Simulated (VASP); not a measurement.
Crystal: CdTe.

```
Cd Te
1.0
     0.00000    3.27872    3.27872
     3.27872    0.00000    3.27872
     3.27872    3.27872    0.00000
Cd Te
1 1
Direct
  0.00000 0.00000 0.00000
  0.25000 0.25000 0.25000
```

Base run:

- Program: VASP 6.6.1
- Functional: r2SCAN
- Dispersion: D4
- Potentials or basis: VASP PAW PBE potentials, release 64 (Cd, Te)
- Cutoff: 520 eV
- k mesh: 10 × 10 × 10
- Occupations: fermi-dirac, width 0.025 eV
- Spin: no spin polarisation

Its results: band gap on the k mesh 1.16 eV, direct; pressure -0.4 GPa.

**Question.** The run is repeated on the same cell with these changes: dispersion from D4 to none; occupations from fermi-dirac, width 0.025 eV to gaussian, width 0.05 eV. What comes out?

**Answer.** Band gap on the k mesh 1.16 eV, direct; pressure 0.1 GPa.

Caveats: the PAW data sets were made with another functional, which shifts forces and pressure a little; spin-orbit coupling is left out, which moves the levels of the heavy elements.

